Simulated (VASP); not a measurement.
# Mo (I4/mmm) in VASP: a series of runs

The runs below take Mo through single point, with r2SCAN.

All numbers are computed with VASP 6.6.1; they aren't measurements. Logs are shortened: lines on timing, memory, paths and dates and some standing lists are left out, and cuts for length are marked.

## Step 1: The cell of the first run

It takes space group I4/mmm (No. 139, tetragonal). The conventional cell has a = 3.095 Å, b = 3.095 Å, c = 3.236 Å, α = 90.00°, β = 90.00°, γ = 90.00°. Mo (site symmetry 4/mmm) has 14 Mo at 2.72 to 3.24 Å within 3.6 Å.

## Step 2: Single point, r2SCAN (strain -0.015 along x and y, +0.030 along z)

File POSCAR:

```
Mo
1.0
   -1.5474350000      1.5474350000      1.6181300000
    1.5474350000     -1.5474350000      1.6181300000
    1.5474350000      1.5474350000     -1.6181300000
Mo
1
Direct
    0.0000000000      0.0000000000      0.0000000000
```

File INCAR.step1:

```
PREC = Accurate
ENCUT = 520
ISMEAR = 0
SIGMA = 0.15
LREAL = False
LASPH = True
NELM = 60
NBANDS = 13
GGA = PE
ALGO = Normal
EDIFF = 1E-4
LWAVE = True
LCHARG = False
```

File INCAR.step2:

```
PREC = Accurate
ENCUT = 520
EDIFF = 1E-6
ISMEAR = 0
SIGMA = 0.15
LREAL = False
LASPH = True
NELM = 60
ALGO = Normal
ISIF = 2
LWAVE = False
LCHARG = False
METAGGA = R2SCAN
LMIXTAU = True
NBANDS = 13
ISTART = 1
```

File KPOINTS:

```
regular mesh
0
Gamma
  22 22 22
```

Potentials or basis: VASP PAW PBE potentials, release 64 (Mo_sv).

On the command line:

```
cat potpaw_PBE.64/Mo_sv/POTCAR > POTCAR
cp INCAR.step1 INCAR
mpirun -np 1 vasp_std > vasp.out
cp INCAR.step2 INCAR
mpirun -np 1 vasp_std > vasp.out
```

OUTCAR:

```text
PREC = Accurate
   ENCUT = 520
   EDIFF = 1E-6
   ISMEAR = 0
   LREAL = False
   LASPH = True
   NELM = 60
   ISIF = 2
   METAGGA = R2SCAN
   ISTART = 1

 ion  position               nearest neighbor table
   1  0.000  0.000  0.000-

  LATTYP: Found a body centered tetragonal cell.
 ALAT       =     3.0948700000
 C/A-ratio  =     1.0456852792

  Lattice vectors:

 A1 = (  -1.5474350000,   1.5474350000,   1.6181300000)
 A2 = (   1.5474350000,  -1.5474350000,   1.6181300000)
 A3 = (   1.5474350000,   1.5474350000,  -1.6181300000)

Analysis of symmetry for initial positions (statically):
=====================================================================
 Subroutine PRICEL returns:
 Original cell was already a primitive cell.

 Routine SETGRP: Setting up the symmetry group for a
 body centered tetragonal supercell.

 Subroutine GETGRP returns: Found 16 space group operations
 (whereof 16 operations were pure point group operations)
 out of a pool of 16 trial point group operations.

The static configuration has the point symmetry D_4h.

Analysis of symmetry for dynamics (positions and initial velocities):
=====================================================================
 Subroutine PRICEL returns:
 Original cell was already a primitive cell.

 Routine SETGRP: Setting up the symmetry group for a
 body centered tetragonal supercell.

 Subroutine GETGRP returns: Found 16 space group operations
 (whereof 16 operations were pure point group operations)
 out of a pool of 16 trial point group operations.

The dynamic configuration has the point symmetry D_4h.

 Subroutine INISYM returns: Found 16 space group operations
 (whereof 16 operations are pure point group operations),
 and found     1 'primitive' translations

----------------------------------------------------------------------------------------

                                     Primitive cell

  volume of cell :      15.4988

  direct lattice vectors                    reciprocal lattice vectors
    -1.547435000  1.547435000  1.618130000     0.000000000  0.323115349  0.308998659
     1.547435000 -1.547435000  1.618130000     0.323115349  0.000000000  0.308998659
     1.547435000  1.547435000 -1.618130000     0.323115349  0.323115349  0.000000000

  length of vectors
     2.721663986  2.721663986  2.721663986     0.447083549  0.447083549  0.456954109

  position of ions in fractional coordinates (direct lattice)
     0.000000000  0.000000000  0.000000000

  ion indices of the primitive-cell ions
   primitive index   ion index
                 1           1

----------------------------------------------------------------------------------------

 KPOINTS: regular mesh

Automatic generation of k-mesh.
 Grid dimensions read from file:
 generate k-points for:   22   22   22

 Generating k-lattice:

  Cartesian coordinates                     Fractional coordinates (reciprocal lattice)
     0.000000000  0.014687061  0.014045394     0.045454545  0.000000000 -0.000000000
     0.014687061  0.000000000  0.014045394     0.000000000  0.045454545 -0.000000000
     0.014687061  0.014687061  0.000000000     0.000000000  0.000000000  0.045454545

  Length of vectors
     0.020321980  0.020321980  0.020770641

  Shift w.r.t. Gamma in fractional coordinates (k-lattice)
     0.000000000  0.000000000  0.000000000

 Subroutine IBZKPT returns following result:
 ===========================================

 Found    834 irreducible k-points:

 Following reciprocal coordinates:
            Coordinates               Weight
  0.000000  0.000000  0.000000      1.000000
  0.045455  0.000000 -0.000000      8.000000
  0.090909  0.000000 -0.000000      8.000000
  0.136364  0.000000 -0.000000      8.000000
  0.181818  0.000000 -0.000000      8.000000
  0.227273  0.000000 -0.000000      8.000000
[... 16 lines left out ...]
  0.500000  0.045455 -0.000000     16.000000
 -0.454545  0.045455  0.000000     16.000000
 [... further k-points ...]
   k-points           NKPTS =    834   k-points in BZ     NKDIM =    834   number of bands    NBANDS=     13
   number of dos      NEDOS =    301   number of ions     NIONS =      1
   total plane-waves  NPLWV =   8000
   dimension x,y,z NGX =    20 NGY =   20 NGZ =   20
   dimension x,y,z NGXF=    40 NGYF=   40 NGZF=   40
   ions per type =               1
   NGX,Y,Z   is equivalent  to a cutoff of  12.22, 12.22, 12.22 a.u.
   NGXF,Y,Z  is equivalent  to a cutoff of  24.43, 24.43, 24.43 a.u.
 SYSTEM =  unknown system
   PREC   = accura    normal or accurate (medium, high low for compatibility)
   ISTART =      1    job   : 0-new  1-cont  2-samecut
   ICHARG =      0    charge: 1-file 2-atom 10-const
   ISPIN  =      1    spin polarized calculation?
   LNONCOLLINEAR =      F non collinear calculations
   LSORBIT =      F    spin-orbit coupling
   LASPH  =      T    aspherical Exc in radial PAW
   ENCUT  =  520.0 eV  38.22 Ry    6.18 a.u.   5.06  5.06  5.06*2*pi/ulx,y,z
   NELM   =     60;   NELMIN=  2; NELMDL=  0     # of ELM steps
   EDIFF  = 0.1E-05   stopping-criterion for ELM
   LREAL  =      F    real-space projection
   EDIFFG = 0.1E-04   stopping-criterion for IOM
   NSW    =      0    number of steps for IOM
   IBRION =     -1    ionic relax: 0-MD 1-quasi-New 2-CG
   NFREE  =      0    steps in history (QN), initial steepest desc. (CG)
   ISIF   =      2    stress and relaxation
   ISYM   =      2    0-nonsym 1-usesym 2-fastsym
   POTIM  = 0.5000    time-step for ionic-motion
   TEBEG  =    0.0;   TEEND  =   0.0 temperature during run
   PSTRESS=    0.0 pullay stress
   NELECT =      14.0000    total number of electrons
   NUPDOWN=      -1.0000    fix difference up-down
   EMIN   =  10.00;   EMAX   =-10.00  energy-range for DOS
   EFERMI =   0.00;   METHOD = LEGACY
   ISMEAR =     0;   SIGMA  =   0.15  broadening in eV -4-tet -1-fermi 0-gaus
   EFERMI_NEDOS =   21; number of points for ismear=-14 and -15
   IALGO  =     38    algorithm
   IMIX   =      4    mixing-type and parameters
     AMIX     =   0.40;   BMIX     =  1.00
     AMIX_MAG =   1.60;   BMIX_MAG =  1.00
  volume/ion in A,a.u.               =      15.50       104.59
  Fermi-wavevector in a.u.,A,eV,Ry     =   1.582528  2.990544 34.074365  2.504395
  Thomas-Fermi vector in A             =   2.682437
   LORBIT       =      0    0 simple, 1 ext, 2 COOP (PROOUT), +10 PAW based schemes
   METAGGA = R2SCAN    functional components
   LHFCALC =     F    Hartree Fock is set to
   AEXX    =    0.0000 exact exchange contribution
   IVDW    =     0    specifies the selected vdW correction
   LEPSILON=     F    determine dielectric tensor
   LRPA    =     F    only Hartree local field effects (RPA)
 non-spin polarized calculation
 Gauss-broadening in eV      SIGMA  =   0.15
  energy-cutoff  :      520.00
  volume of cell :       15.50
 maximum number of plane-waves:       434
   NGX = 11   NGY = 11   NGZ = 11

 number of electron      14.0000001 magnetization

 Free energy of the ion-electron system (eV)
  ---------------------------------------------------
  ext. energy  EPLUGINS =         0.00000000
  ---------------------------------------------------
  free energy    TOTEN  =       -26.05759209 eV

  energy without entropy =      -26.05134008  energy(sigma->0) =      -26.05446608

 E-fermi :  12.6938     XC(G=0): -14.6904

 val. band max:       12.6885520066   @ k =  -0.3636  -0.3636   0.2727
 cond. band min:      12.6972894793   @ k =  -0.2727  -0.3636   0.2727
 fundamental gap:      0.0087374726
 Fermi energy:        12.6938326739

 k-point     1 :       0.0000    0.0000    0.0000
  band No.  band energies     occupation
      1     -50.5351      2.00000
      2     -22.9919      2.00000
      3     -22.9827      2.00000
      4     -22.9827      2.00000
      5       4.9995      2.00000
      6      11.0897      2.00000
      7      11.0897      2.00000
      8      11.6277      2.00000
      9      14.2475      0.00000
     10      14.9361      0.00000
     11      27.6134      0.00000
     12      28.5296      0.00000
     13      28.5296      0.00000

 k-point     2 :       0.0455    0.0000   -0.0000
  band No.  band energies     occupation
      1     -50.5292      2.00000
      2     -23.0216      2.00000
      3     -22.9925      2.00000
      4     -22.9869      2.00000
      5       5.0960      2.00000
      6      11.0839      2.00000
      7      11.1048      2.00000
      8      11.6482      2.00000
      9      14.1879      0.00000
     10      14.9067      0.00000
     11      27.7623      0.00000
     12      28.6463      0.00000
     13      28.6901      0.00000

 k-point     3 :       0.0909    0.0000   -0.0000
  band No.  band energies     occupation
      1     -50.5119      2.00000
      2     -23.1192      2.00000
      3     -23.0211      2.00000
      4     -22.9874      2.00000
      5       5.3762      2.00000
      6      11.0585      2.00000
      7      11.0627      2.00000
      8      11.8026      2.00000
      9      14.0285      0.00000
     10      14.8473      0.00000
     11      28.1206      0.00000
     12      28.9868      0.00000
     13      29.1625      0.00000

 k-point     4 :       0.1364    0.0000   -0.0000
  band No.  band energies     occupation
      1     -50.4845      2.00000
      2     -23.2717      2.00000
      3     -23.0658      2.00000
      4     -22.9876      2.00000
      5       5.8096      2.00000
      6      10.8882      2.00000
      7      10.9982      2.00000
      8      12.1800      2.00000
      9      13.8437      0.00000
     10      14.7990      0.00000
     11      28.4695      0.00000
     12      29.4718      0.00000
     13      29.9216      0.00000

 k-point     5 :       0.1818    0.0000   -0.0000
  band No.  band energies     occupation
      1     -50.4492      2.00000
      2     -23.4646      2.00000
      3     -23.1228      2.00000
      4     -22.9879      2.00000
      5       6.3364      2.00000
      6      10.6315      2.00000
      7      10.9149      2.00000
      8      12.7455      0.62629
      9      13.7318      0.00000
     10      14.7796      0.00000
     11      28.5744      0.00000
     12      29.8524      0.00000
     13      30.9321      0.00000
[... 257 lines left out ...]
 k-point    22 :       0.4545    0.0455   -0.0000
  band No.  band energies     occupation
      1     -50.2356      2.00000
      2     -24.5217      2.00000
      3     -23.4573      2.00000
      4     -23.0023      2.00000
      5       7.1409      2.00000
      6       9.2968      2.00000
      7      13.7626      0.00000
      8      14.2319      0.00000
      9      15.4978      0.00000
     10      17.7517      0.00000
     11      24.9152      0.00000
     12      25.4708      0.00000
     13      31.3232      0.00000

 k-point    23 :       0.5000    0.0455   -0.0000
  band No.  band energies     occupation
      1     -50.2354      2.00000
      2     -24.5229      2.00000
      3     -23.4570      2.00000
      4     -23.0032      2.00000
      5       7.1399      2.00000
      6       9.2943      2.00000
      7      13.6882      0.00000
      8      14.3297      0.00000
      9      15.5054      0.00000
     10      17.7430      0.00000
     11      24.9273      0.00000
     12      25.4286      0.00000
     13      31.3321      0.00000

 k-point    24 :      -0.4545    0.0455    0.0000
  band No.  band energies     occupation
      1     -50.2473      2.00000
      2     -24.4670      2.00000
      3     -23.4380      2.00000
      4     -23.0040      2.00000
      5       7.2051      2.00000
      6       9.3593      2.00000
      7      13.2413      0.00000
      8      14.3353      0.00000
      9      15.4133      0.00000
     10      17.3291      0.00000
     11      25.4252      0.00000
     12      25.6816      0.00000
     13      31.9435      0.00000

 [... further k-points ...]
[... 5 lines left out ...]
  --------------------------------------------------------------------------------------
  -------------------------------------------------------------------------------------
  Total        0.8465669      0.8465669     -0.5437329      0.0000000     -0.0000000      0.0000000
  in kB       87.5132132     87.5132132    -56.2079757      0.0000000     -0.0000000      0.0000000
  external PRESSURE =      39.6061502 kB  Pullay stress =       0.0000000 kB

 VOLUME and BASIS-vectors are now :
 -----------------------------------------------------------------------------
  energy-cutoff  :      520.00
  volume of cell :       15.50
      direct lattice vectors                 reciprocal lattice vectors
    -1.547435000  1.547435000  1.618130000     0.000000000  0.323115349  0.308998659
     1.547435000 -1.547435000  1.618130000     0.323115349  0.000000000  0.308998659
     1.547435000  1.547435000 -1.618130000     0.323115349  0.323115349  0.000000000

 POSITION                                       TOTAL-FORCE (eV/Angst)
 -----------------------------------------------------------------------------------
      0.00000      0.00000      0.00000         0.000000      0.000000      0.000000
 -----------------------------------------------------------------------------------
    total drift:                                0.000000     -0.000000      0.000000

  FREE ENERGIE OF THE ION-ELECTRON SYSTEM (eV)
  ---------------------------------------------------
  free  energy   TOTEN  =       -26.0575920879 eV

  energy  without entropy=      -26.0513400798  energy(sigma->0) =      -26.05446608
```

It took 6.1 min on 1 thread of Intel Xeon Platinum 8259CL at 2.50GHz (Skylake/Cascade Lake), shared host; peak memory 0.26 GiB.

What came out:

```yaml
Free_energy: -26.0576 eV
Pressure: 4.0 GPa
Band_gap_on_the_k_mesh: zero (band 7 reaches 16.79 eV, above the bottom of band 8 at 11.53 eV)
```

Stress tensor (GPa, compression positive):
```
 8.75  0.00  0.00
 0.00  8.75  0.00
 0.00  0.00 -5.62
```

Levels at points of the mesh, in eV from the Fermi level:
| k point | band 4 | band 5 | band 6 | band 7 | band 8 | band 9 | band 10 | band 11 |
| --- | --- | --- | --- | --- | --- | --- | --- | --- |
| (0.00, 0.00, 0.00) | -35.68 | -7.69 | -1.60 | -1.60 | -1.07 | 1.55 | 2.24 | 14.92 |
| (0.50, 0.00, 0.00) | -35.68 | -5.63 | -3.42 | 1.49 | 1.54 | 2.64 | 4.93 | 12.23 |
| (0.50, 0.50, 0.00) | -35.73 | -5.70 | -4.00 | 1.88 | 2.36 | 2.83 | 5.05 | 12.45 |
| (0.50, 0.50, 0.50) | -36.69 | -5.78 | -5.66 | 4.09 | 4.24 | 4.24 | 8.73 | 9.96 |

Caveat: the cell differs from its parent crystal (strain -0.015 along x and y, +0.030 along z); the PAW data sets were made with another functional, which shifts forces and pressure a little.

## Step 3: Single point, r2SCAN (strain +0.000 along x and y, +0.030 along z)

File POSCAR:

```
Mo
1.0
   -1.5710000000      1.5710000000      1.6181300000
    1.5710000000     -1.5710000000      1.6181300000
    1.5710000000      1.5710000000     -1.6181300000
Mo
1
Direct
    0.0000000000      0.0000000000      0.0000000000
```

File INCAR.step1:

```
SYSTEM = Mo
PREC = Accurate
ENCUT = 520
ISMEAR = 0
SIGMA = 0.15
LREAL = .FALSE.
LASPH = .TRUE.
NELM = 80
NBANDS = 13
GGA = PE
ALGO = Normal
EDIFF = 1E-4
LWAVE = .TRUE.
LCHARG = .FALSE.
```

File INCAR.step2:

```
SYSTEM = Mo
PREC = Accurate
ENCUT = 520
EDIFF = 1E-7
ISMEAR = 0
SIGMA = 0.15
LREAL = .FALSE.
LASPH = .TRUE.
NELM = 80
ALGO = Normal
ISIF = 2
LWAVE = .FALSE.
LCHARG = .FALSE.
METAGGA = R2SCAN
LMIXTAU = .TRUE.
NBANDS = 13
ISTART = 1
```

File KPOINTS:

```
Automatic mesh
0
G
  22 22 22
  0 0 0
```

Potentials or basis: VASP PAW PBE potentials, release 64 (Mo_sv).

On the command line:

```
cat potpaw_PBE.64/Mo_sv/POTCAR > POTCAR
cp INCAR.step1 INCAR
mpirun -np 1 vasp_std > vasp.out
cp INCAR.step2 INCAR
mpirun -np 1 vasp_std > vasp.out
```

Run time: 5.4 min. Hardware: 1 thread of AMD EPYC 9R45 (Zen 5), shared host; peak memory 0.23 GiB.

The run converged. Its results:

```yaml
Free_energy: -26.0683 eV
Pressure: -4.3 GPa
Band_gap_on_the_k_mesh: zero (band 7 reaches 16.16 eV, above the bottom of band 8 at 11.03 eV)
```

Stress tensor (GPa, compression positive):
```
 -1.32   0.00   0.00
  0.00  -1.32   0.00
  0.00   0.00 -10.37
```

Levels at points of the mesh, in eV from the Fermi level:
| k point | band 5 | band 6 | band 7 | band 8 | band 9 | band 10 |
| --- | --- | --- | --- | --- | --- | --- |
| (0.00, 0.00, 0.00) | -7.59 | -1.48 | -1.48 | -1.14 | 1.65 | 2.09 |
| (0.50, 0.00, 0.00) | -5.44 | -3.34 | 1.42 | 1.64 | 2.52 | 4.75 |
| (0.50, 0.50, 0.00) | -5.48 | -3.72 | 1.67 | 2.14 | 2.67 | 4.82 |
| (0.50, 0.50, 0.50) | -5.50 | -5.43 | 3.96 | 4.05 | 4.05 | 8.77 |

Caveat: the cell differs from its parent crystal (strain +0.000 along x and y, +0.030 along z); the PAW data sets were made with another functional, which shifts forces and pressure a little.
